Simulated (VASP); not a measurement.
# C in VASP: a series of runs

The runs below take C through single point, with LDA.

Program: VASP 6.6.1. These are calculated values, not measurements. Logs are shortened: lines on timing, memory, paths and dates and some standing lists are left out, and cuts for length are marked.

## 1. The cell of the first run

Symmetry: I4/mmm, No. 139, tetragonal system. The conventional cell has a = 4.821 Å, b = 4.821 Å, c = 4.965 Å, α = 90.00°, β = 90.00°, γ = 90.00°. Within 2.0 Å of C (site symmetry m) lie 4 C at 1.47 to 1.62 Å.

## 2. Single point, LDA (strain +0.000 along x and y, +0.030 along z)

INCAR

```
SYSTEM = C
PREC = Accurate
ENCUT = 1300
EDIFF = 1E-6
ISMEAR = 0
SIGMA = 0.05
LREAL = .FALSE.
LASPH = .TRUE.
NELM = 120
ALGO = Normal
ISIF = 2
LWAVE = .FALSE.
LCHARG = .FALSE.
GGA = CA
NBANDS = 26
GGA_COMPAT = .FALSE.
```

KPOINTS

```
Automatic mesh
0
G
  8 8 8
  0 0 0
```

POSCAR

```
C
1.0
   -2.4103982985      2.4103982985      2.4827102475
    2.4103982985     -2.4103982985      2.4827102475
    2.4103982985      2.4103982985     -2.4827102475
C
8
Direct
    0.3254710859      0.0000000000      0.0000000000
    0.6745289141      0.6745289141      0.6745289141
    0.0000000000      0.3254710859      0.0000000000
    0.0000000000      0.0000000000      0.3254710859
    0.0000000000      0.6745289141      0.0000000000
    0.3254710859      0.3254710859      0.3254710859
    0.6745289141      0.0000000000      0.0000000000
    0.0000000000      0.0000000000      0.6745289141
```

Potentials or basis: VASP PAW LDA potentials, release 64 (C_h).

Run with:

```bash
$ cat potpaw_LDA.64/C_h/POTCAR > POTCAR
$ mpirun -np 1 vasp_std > vasp.out
```

OUTCAR:

```text
SYSTEM = C
   PREC = Accurate
   ENCUT = 1300
   EDIFF = 1E-6
   ISMEAR = 0
   LREAL = .FALSE.
   LASPH = .TRUE.
   NELM = 120
   ISIF = 2
   GGA = CA

 ion  position               nearest neighbor table
   1  0.325  0.000  0.000-   7 1.47
   2  0.675  0.675  0.675-   6 1.47
   3  0.000  0.325  0.000-   5 1.47
   4  0.000  0.000  0.325-   8 1.47
   5  0.000  0.675  0.000-   3 1.47
   6  0.325  0.325  0.325-   2 1.47
   7  0.675  0.000  0.000-   1 1.47
   8  0.000  0.000  0.675-   4 1.47

  LATTYP: Found a body centered tetragonal cell.
 ALAT       =     4.8207965970
 C/A-ratio  =     1.0300000000

  Lattice vectors:

 A1 = (  -2.4103982985,   2.4103982985,   2.4827102475)
 A2 = (   2.4103982985,  -2.4103982985,   2.4827102475)
 A3 = (   2.4103982985,   2.4103982985,  -2.4827102475)

Analysis of symmetry for initial positions (statically):
=====================================================================
 Subroutine PRICEL returns:
 Original cell was already a primitive cell.

 Routine SETGRP: Setting up the symmetry group for a
 body centered tetragonal supercell.

 Subroutine GETGRP returns: Found 16 space group operations
 (whereof 16 operations were pure point group operations)
 out of a pool of 16 trial point group operations.

The static configuration has the point symmetry D_4h.

Analysis of symmetry for dynamics (positions and initial velocities):
=====================================================================
 Subroutine PRICEL returns:
 Original cell was already a primitive cell.

 Routine SETGRP: Setting up the symmetry group for a
 body centered tetragonal supercell.

 Subroutine GETGRP returns: Found 16 space group operations
 (whereof 16 operations were pure point group operations)
 out of a pool of 16 trial point group operations.

The dynamic configuration has the point symmetry D_4h.

 Subroutine INISYM returns: Found 16 space group operations
 (whereof 16 operations are pure point group operations),
 and found     1 'primitive' translations

----------------------------------------------------------------------------------------

                                     Primitive cell

  volume of cell :      57.6984

  direct lattice vectors                    reciprocal lattice vectors
    -2.410398299  2.410398299  2.482710248     0.000000000  0.207434597  0.201392813
     2.410398299 -2.410398299  2.482710248     0.207434597  0.000000000  0.201392813
     2.410398299  2.410398299 -2.482710248     0.207434597  0.207434597  0.000000000

  length of vectors
     4.217094982  4.217094982  4.217094982     0.289116200  0.289116200  0.293356821

  position of ions in fractional coordinates (direct lattice)
     0.325471086  1.000000000  0.000000000
     0.674528914  0.674528914  0.674528914
     1.000000000  0.325471086  0.000000000
     0.000000000  0.000000000  0.325471086
     1.000000000  0.674528914  0.000000000
     0.325471086  0.325471086  0.325471086
     0.674528914  1.000000000  0.000000000
     0.000000000  0.000000000  0.674528914

  ion indices of the primitive-cell ions
   primitive index   ion index
                 1           1
                 2           2
                 3           3
                 4           4
                 5           5
                 6           6
                 7           7
                 8           8

----------------------------------------------------------------------------------------

 KPOINTS: Automatic mesh

Automatic generation of k-mesh.
 Grid dimensions read from file:
 generate k-points for:    8    8    8

 Generating k-lattice:

  Cartesian coordinates                     Fractional coordinates (reciprocal lattice)
     0.000000000  0.025929325  0.025174102     0.125000000 -0.000000000  0.000000000
     0.025929325  0.000000000  0.025174102    -0.000000000  0.125000000  0.000000000
     0.025929325  0.025929325  0.000000000     0.000000000  0.000000000  0.125000000

  Length of vectors
     0.036139525  0.036139525  0.036669603

  Shift w.r.t. Gamma in fractional coordinates (k-lattice)
     0.000000000  0.000000000  0.000000000

 Subroutine IBZKPT returns following result:
 ===========================================

 Found     59 irreducible k-points:

 Following reciprocal coordinates:
            Coordinates               Weight
  0.000000  0.000000  0.000000      1.000000
  0.125000  0.000000  0.000000      8.000000
  0.250000  0.000000  0.000000      8.000000
  0.375000 -0.000000  0.000000      8.000000
  0.500000  0.000000  0.000000      4.000000
  0.125000  0.125000  0.000000      8.000000
[... 16 lines left out ...]
  0.250000  0.125000  0.125000     16.000000
  0.375000  0.125000  0.125000      8.000000
 [... further k-points ...]
   k-points           NKPTS =     59   k-points in BZ     NKDIM =     59   number of bands    NBANDS=     26
   number of dos      NEDOS =    301   number of ions     NIONS =      8
   total plane-waves  NPLWV = 125000
   dimension x,y,z NGX =    50 NGY =   50 NGZ =   50
   dimension x,y,z NGXF=   100 NGYF=  100 NGZF=  100
   ions per type =               8
   NGX,Y,Z   is equivalent  to a cutoff of  19.71, 19.71, 19.71 a.u.
   NGXF,Y,Z  is equivalent  to a cutoff of  39.42, 39.42, 39.42 a.u.
 SYSTEM =  C
   PREC   = accura    normal or accurate (medium, high low for compatibility)
   ISTART =      0    job   : 0-new  1-cont  2-samecut
   ICHARG =      2    charge: 1-file 2-atom 10-const
   ISPIN  =      1    spin polarized calculation?
   LNONCOLLINEAR =      F non collinear calculations
   LSORBIT =      F    spin-orbit coupling
   LASPH  =      T    aspherical Exc in radial PAW
   ENCUT  = 1300.0 eV  95.55 Ry    9.77 a.u.  12.40 12.40 12.40*2*pi/ulx,y,z
   NELM   =    120;   NELMIN=  2; NELMDL= -5     # of ELM steps
   EDIFF  = 0.1E-05   stopping-criterion for ELM
   LREAL  =      F    real-space projection
   EDIFFG = 0.1E-04   stopping-criterion for IOM
   NSW    =      0    number of steps for IOM
   IBRION =     -1    ionic relax: 0-MD 1-quasi-New 2-CG
   NFREE  =      0    steps in history (QN), initial steepest desc. (CG)
   ISIF   =      2    stress and relaxation
   ISYM   =      2    0-nonsym 1-usesym 2-fastsym
   POTIM  = 0.5000    time-step for ionic-motion
   TEBEG  =    0.0;   TEEND  =   0.0 temperature during run
[... 13 lines left out ...]
  Thomas-Fermi vector in A             =   2.472990
   LORBIT       =      0    0 simple, 1 ext, 2 COOP (PROOUT), +10 PAW based schemes
   GGA     = CA    functional components
   LHFCALC =     F    Hartree Fock is set to
   AEXX    =    0.0000 exact exchange contribution
   IVDW    =     0    specifies the selected vdW correction
   LEPSILON=     F    determine dielectric tensor
   LRPA    =     F    only Hartree local field effects (RPA)
 non-spin polarized calculation
 Gauss-broadening in eV      SIGMA  =   0.05
  energy-cutoff  :     1300.00
  volume of cell :       57.70
 maximum number of plane-waves:      6178
 NGX is ok and might be reduce to    50
   NGX = 25   NGY = 25   NGZ = 25

 number of electron      32.0000000 magnetization

 Free energy of the ion-electron system (eV)
  ---------------------------------------------------
  ext. energy  EPLUGINS =         0.00000000
  ---------------------------------------------------
  free energy    TOTEN  =       -75.25837297 eV

  energy without entropy =      -75.25837297  energy(sigma->0) =      -75.25837297

 E-fermi :   7.7432     XC(G=0): -11.9988

 val. band max:        7.5334456783   @ k =   0.5000   0.5000   0.5000
 cond. band min:      10.1301359922   @ k =  -0.1250  -0.1250   0.1250
 fundamental gap:      2.5966903138
 Fermi energy:         7.7432299126

 k-point     1 :       0.0000    0.0000    0.0000
  band No.  band energies     occupation
      1     -13.2315      2.00000
      2      -5.5493      2.00000
      3      -4.9828      2.00000
      4      -4.9828      2.00000
      5      -4.3475      2.00000
      6      -4.3475      2.00000
[... 18 lines left out ...]
     25      18.4607      0.00000
     26      18.8785      0.00000

 k-point     2 :       0.1250    0.0000    0.0000
  band No.  band energies     occupation
      1     -13.1352      2.00000
      2      -6.3227      2.00000
      3      -5.5568      2.00000
      4      -5.1948      2.00000
      5      -4.2608      2.00000
      6      -4.2527      2.00000
[... 18 lines left out ...]
     25      18.3713      0.00000
     26      18.6821      0.00000

 k-point     3 :       0.2500    0.0000    0.0000
  band No.  band energies     occupation
      1     -12.8717      2.00000
      2      -7.5263      2.00000
      3      -6.1714      2.00000
      4      -5.1401      2.00000
      5      -4.4401      2.00000
      6      -4.3271      2.00000
[... 18 lines left out ...]
     25      18.2626      0.00000
     26      18.6516      0.00000

 k-point     4 :       0.3750   -0.0000    0.0000
  band No.  band energies     occupation
      1     -12.5414      2.00000
      2      -8.4646      2.00000
      3      -6.5550      2.00000
      4      -5.0610      2.00000
      5      -4.6142      2.00000
      6      -4.4147      2.00000
[... 18 lines left out ...]
     25      18.5623      0.00000
     26      19.0662      0.00000

 k-point     5 :       0.5000    0.0000    0.0000
  band No.  band energies     occupation
      1     -12.3720      2.00000
      2      -8.8417      2.00000
      3      -6.6844      2.00000
      4      -5.0264      2.00000
      5      -4.6819      2.00000
      6      -4.4529      2.00000
[... 18 lines left out ...]
     25      18.4969      0.00000
     26      19.3201      0.00000

 k-point     6 :       0.1250    0.1250    0.0000
  band No.  band energies     occupation
      1     -12.9566      2.00000
      2      -7.1461      2.00000
      3      -6.0746      2.00000
      4      -5.5162      2.00000
      5      -4.3333      2.00000
      6      -3.3699      2.00000
[... 427 lines left out ...]
 k-point    21 :       0.5000    0.5000    0.0000
  band No.  band energies     occupation
      1     -12.3556      2.00000
      2      -8.6589      2.00000
      3      -7.1582      2.00000
      4      -4.9477      2.00000
      5      -4.7455      2.00000
      6      -4.2753      2.00000
[... 18 lines left out ...]
     25      18.7076      0.00000
     26      19.5554      0.00000

 k-point    22 :       0.1250    0.1250    0.1250
  band No.  band energies     occupation
      1     -12.7217      2.00000
      2      -7.8153      2.00000
      3      -6.3594      2.00000
      4      -6.2228      2.00000
      5      -3.6186      2.00000
      6      -3.2202      2.00000
[... 18 lines left out ...]
     25      18.6905      0.00000
     26      19.1018      0.00000

 k-point    23 :       0.2500    0.1250    0.1250
  band No.  band energies     occupation
      1     -12.4482      2.00000
      2      -8.3524      2.00000
      3      -6.9828      2.00000
      4      -6.4374      2.00000
      5      -3.5872      2.00000
      6      -3.1202      2.00000
[... 18 lines left out ...]
     25      18.8399      0.00000
     26      19.0723      0.00000

 k-point    24 :       0.3750    0.1250    0.1250
  band No.  band energies     occupation
      1     -12.3156      2.00000
      2      -8.5712      2.00000
      3      -7.2387      2.00000
      4      -6.4840      2.00000
      5      -3.5966      2.00000
      6      -3.0787      2.00000
[... 18 lines left out ...]
     25      19.0618      0.00000
     26      19.0688      0.00000

 [... further k-points ...]

------------------------ aborting loop because EDIFF is reached ----------------------------------------

  FORCE on cell =-STRESS in cart. coord.  units (eV):
  Direction    XX          YY          ZZ          XY          YZ          ZX
  --------------------------------------------------------------------------------------
  -------------------------------------------------------------------------------------
  Total       -1.2285632     -1.2285632     -6.9037746      0.0000000      0.0000000      0.0000000
  in kB      -34.1149263    -34.1149263   -191.7050419      0.0000000      0.0000000      0.0000000
  external PRESSURE =     -86.6449648 kB  Pullay stress =       0.0000000 kB

 VOLUME and BASIS-vectors are now :
 -----------------------------------------------------------------------------
  energy-cutoff  :     1300.00
  volume of cell :       57.70
      direct lattice vectors                 reciprocal lattice vectors
    -2.410398299  2.410398299  2.482710248     0.000000000  0.207434597  0.201392813
     2.410398299 -2.410398299  2.482710248     0.207434597  0.000000000  0.201392813
     2.410398299  2.410398299 -2.482710248     0.207434597  0.207434597  0.000000000

 POSITION                                       TOTAL-FORCE (eV/Angst)
 -----------------------------------------------------------------------------------
     -0.78451      0.78451      0.80805        -0.176037      0.176037     -0.454773
      1.62588      1.62588      1.67466        -0.176037     -0.176037      0.454773
      0.78451     -0.78451      0.80805         0.176037     -0.176037     -0.454773
      0.78451      0.78451     -0.80805         0.176037      0.176037      0.454773
      1.62588     -1.62588      1.67466        -0.176037      0.176037      0.454773
      0.78451      0.78451      0.80805         0.176037      0.176037     -0.454773
     -1.62588      1.62588      1.67466         0.176037     -0.176037      0.454773
      1.62588      1.62588     -1.67466        -0.176037     -0.176037     -0.454773
 -----------------------------------------------------------------------------------
    total drift:                               -0.000000     -0.000000      0.000000

  FREE ENERGIE OF THE ION-ELECTRON SYSTEM (eV)
  ---------------------------------------------------
  free  energy   TOTEN  =       -75.2583729667 eV

  energy  without entropy=      -75.2583729667  energy(sigma->0) =      -75.25837297
```

Wall time 4.2 min (1 thread of Intel Xeon Platinum 8375C at 2.90GHz (Ice Lake), shared host); peak memory 0.41 GiB.

What came out:

```yaml
Free_energy: -75.2584 eV
Pressure: -8.7 GPa
Largest_force: 0.518 eV/Å
Band_gap_on_the_k_mesh: 2.60 eV (least direct gap 3.28 eV)
```

Forces on the atoms (eV/Å):
```
C   -0.176  0.176 -0.455
C   -0.176 -0.176  0.455
C    0.176 -0.176 -0.455
C    0.176  0.176  0.455
C   -0.176  0.176  0.455
C    0.176  0.176 -0.455
C    0.176 -0.176  0.455
C   -0.176 -0.176 -0.455
```

Levels at points of the mesh, in eV from the valence-band top:
| k point | band 12 | band 13 | band 14 | band 15 | band 16 | band 17 | band 18 | band 19 | band 20 | band 21 |
| --- | --- | --- | --- | --- | --- | --- | --- | --- | --- | --- |
| (0.00, 0.00, 0.00) | -5.35 | -5.26 | -0.60 | -0.60 | -0.19 | 3.09 | 4.29 | 4.29 | 7.60 | 8.18 |
| (0.50, 0.00, 0.00) | -4.60 | -3.37 | -3.01 | -2.52 | -2.18 | 3.63 | 5.55 | 5.61 | 6.44 | 6.68 |
| (0.50, 0.50, 0.00) | -4.74 | -3.33 | -3.01 | -2.34 | -2.20 | 3.82 | 4.59 | 5.55 | 5.85 | 7.15 |
| (0.50, 0.50, 0.50) | -6.35 | -5.75 | -0.37 | 0.00 | 0.00 | 3.67 | 5.38 | 5.38 | 6.09 | 7.56 |

Caveat: the cell differs from its parent crystal (strain +0.000 along x and y, +0.030 along z); the stress differs along the axes, from -19 to -3 GPa. A k mesh can miss the band edges.

## 3. Single point, LDA (strain -0.015 along x and y, -0.015 along z)

INCAR

```
PREC     = Accurate       # precision mode
ENCUT    = 1300           # plane-wave cutoff, eV
EDIFF    = 1E-6           # SCF threshold, eV
ISMEAR   = 0              # smearing method
SIGMA    = 0.05           # smearing width, eV
LREAL    = F              # projectors in reciprocal space
LASPH    = T              # aspherical terms in the spheres
NELM     = 120            # most SCF steps
ALGO     = Normal         # electronic algorithm
ISIF     = 2              # what is computed and relaxed
LWAVE    = F              # write WAVECAR
LCHARG   = F              # write CHGCAR
NBANDS   = 26             # bands
GGA_COMPAT= F
```

KPOINTS

```
Automatic mesh
0
Gamma
  8 8 8
```

POSCAR, as its differences from that of step 2:

```diff
@@ -2,5 +2,5 @@
 1.0
-   -2.4103982985      2.4103982985      2.4827102475
-    2.4103982985     -2.4103982985      2.4827102475
-    2.4103982985      2.4103982985     -2.4827102475
+   -2.3742423240      2.3742423240      2.3742423240
+    2.3742423240     -2.3742423240      2.3742423240
+    2.3742423240      2.3742423240     -2.3742423240
 C
```

Potentials or basis: VASP PAW LDA potentials, release 64 (C_h).

Run with:

```bash
$ cat potpaw_LDA.64/C_h/POTCAR > POTCAR
$ mpirun -np 1 vasp_std > vasp.out
```

Wall time 74 s (1 thread of Intel Xeon Platinum 8488C (Sapphire Rapids), shared host); peak memory 0.3 GiB.

The run converged. Its results:

```
Free energy            : -75.2171 eV
Pressure               : 17.6 GPa
Largest force          : 0.281 eV/Å
Band gap on the k mesh : 3.12 eV (least direct gap 3.84 eV)
```

Forces on the atoms (eV/Å):
```
C   -0.162  0.162  0.162
C   -0.162 -0.162 -0.162
C    0.162 -0.162  0.162
C    0.162  0.162 -0.162
C   -0.162  0.162 -0.162
C    0.162  0.162  0.162
C    0.162 -0.162 -0.162
C   -0.162 -0.162  0.162
```

Levels at points of the mesh, in eV from the valence-band top:
```
           k point  band 12  band 13  band 14  band 15  band 16  band 17  band 18  band 19  band 20  band 21
(0.00, 0.00, 0.00)    -5.61    -5.61    -0.31    -0.31    -0.31     4.24     4.24     4.24     7.97     8.60
(0.50, 0.00, 0.00)    -4.58    -3.23    -3.21    -2.48    -2.24     3.97     5.71     5.92     6.65     7.21
(0.50, 0.50, 0.50)    -6.23    -6.23     0.00     0.00     0.00     3.84     6.07     6.07     6.07     8.71
```

Caveat: the cell differs from its parent crystal (strain -0.015 along x and y, -0.015 along z); the cell stands under pressure. A k mesh can miss the band edges.

## 4. Single point, LDA (strain +0.015 along x and y, +0.015 along z)

INCAR

```
  ALGO = Normal
  EDIFF = 1E-6
  ENCUT = 1300
  GGA_COMPAT = False
  ISIF = 2
  ISMEAR = 0
  LASPH = True
  LCHARG = False
  LREAL = False
  LWAVE = False
  NBANDS = 26
  NELM = 120
  PREC = Accurate
  SIGMA = 0.05
```

KPOINTS

```
k-points
0
Gamma
  8 8 8
```

POSCAR, as its differences from that of step 3:

```diff
@@ -2,5 +2,5 @@
 1.0
-   -2.3742423240      2.3742423240      2.3742423240
-    2.3742423240     -2.3742423240      2.3742423240
-    2.3742423240      2.3742423240     -2.3742423240
+   -2.4465542730      2.4465542730      2.4465542730
+    2.4465542730     -2.4465542730      2.4465542730
+    2.4465542730      2.4465542730     -2.4465542730
 C
```

Run with:

```bash
$ cat potpaw_LDA.64/C_h/POTCAR > POTCAR
$ mpirun -np 1 vasp_std > vasp.out
```

Run time: 2.3 min. Hardware: 1 thread of Intel Xeon Platinum 8259CL at 2.50GHz (Skylake/Cascade Lake), shared host; peak memory 0.32 GiB.

Results (log left out):

```yaml
Free_energy: -75.2544 eV
Pressure: -13.4 GPa
Largest_force: 0.181 eV/Å
Band_gap_on_the_k_mesh: 2.94 eV (least direct gap 3.79 eV)
```

Forces on the atoms (eV/Å):
```
C    0.104 -0.104 -0.104
C    0.104  0.104  0.104
C   -0.104  0.104 -0.104
C   -0.104 -0.104  0.104
C    0.104 -0.104  0.104
C   -0.104 -0.104 -0.104
C   -0.104  0.104  0.104
C    0.104  0.104 -0.104
```

Levels at points of the mesh, in eV from the valence-band top:
| k point | band 13 | band 14 | band 15 | band 16 | band 17 | band 18 | band 19 | band 20 |
| --- | --- | --- | --- | --- | --- | --- | --- | --- |
| (0.00, 0.00, 0.00) | -5.10 | -0.36 | -0.36 | -0.36 | 3.95 | 3.95 | 3.95 | 7.75 |
| (0.50, 0.00, 0.00) | -3.11 | -2.96 | -2.26 | -2.11 | 3.79 | 5.31 | 5.72 | 6.19 |
| (0.50, 0.50, 0.50) | -6.00 | 0.00 | 0.00 | 0.00 | 3.79 | 5.70 | 5.70 | 5.70 |

Caveat: the cell differs from its parent crystal (strain +0.015 along x and y, +0.015 along z); the cell stands under tension.

## 5. Overview

```csv
cell,gap on the mesh (eV),pressure (GPa),largest force (eV/Å)
"a = 4.217 Å, angles 110.3, 110.3, 107.9°, 8 atoms",2.60,-8.7,0.52
"a = 4.112 Å, angles 109.5°, 8 atoms",3.12,17.6,0.28
"a = 4.238 Å, angles 109.5°, 8 atoms",2.94,-13.4,0.18
```

Alike in all rows: task single point; level LDA; potentials or basis VASP PAW LDA potentials, release 64 (C_h); no spin polarisation; k mesh 8 × 8 × 8; cutoff (eV) 1300; smearing gaussian 0.05 eV.

Caveats: the stress differs along the axes, from -19 to -3 GPa (at least some runs); the cell stands under pressure (at least some runs); the cell stands under tension (at least some runs).

Total energies depend on the potentials used, so only differences within one code and one set of settings carry meaning.
